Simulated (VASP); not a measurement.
Input of a VASP 6.6.1 run:

Contents of INCAR:

```
SYSTEM = K2NaBCl6
PREC = Accurate ; ENCUT = 520
EDIFF = 1E-6 ; ISMEAR = 0
SIGMA = 0.1 ; LREAL = .False.
LASPH = .True. ; NELM = 60
ALGO = Normal ; ISIF = 2
LWAVE = .False. ; LCHARG = .False.
GGA = PE ; NBANDS = 46
```

KPOINTS

```
regular mesh
0
Gamma
  4 4 2
  0 0 0
```

POSCAR

```
K2NaBCl6
1.0
    5.5926504031      0.0000000000      0.0000000000
    0.0856344364      5.5941225869      0.0000000000
    0.8430674495      0.8216429832      8.9567458215
K Na B Cl
2 1 1 6
Direct
    0.5730566130      0.5397104175      0.2890854026
    0.4588503228      0.4314834185      0.7169124359
    0.0242243058      0.9799038807      0.4996941869
    0.0778198283      0.9182925085      0.9993035945
    0.4038458998      0.9676663956      0.0033549168
    0.5198257466      0.9735576292      0.5151626044
    0.0206670190      0.5936744362      0.9961239294
    0.0338231140      0.4847665585      0.4832784462
    0.9126160467      0.0265937351      0.1705784419
    0.9752711040      0.0843510202      0.8265060413
```

Potentials or basis: VASP PAW PBE potentials, release 64 (K_sv, Na_pv, B, Cl).

Command:

```console
$ cat potpaw_PBE.64/K_sv/POTCAR potpaw_PBE.64/Na_pv/POTCAR potpaw_PBE.64/B/POTCAR potpaw_PBE.64/Cl/POTCAR > POTCAR
$ mpirun -np 1 vasp_std > vasp.out
```

(1) What does it give for the largest force?

(2) Estimate the band gap on the k mesh.

## Answers

(1) 0.051 eV/Å.

(2) 4.85 eV (least direct gap 4.94 eV).
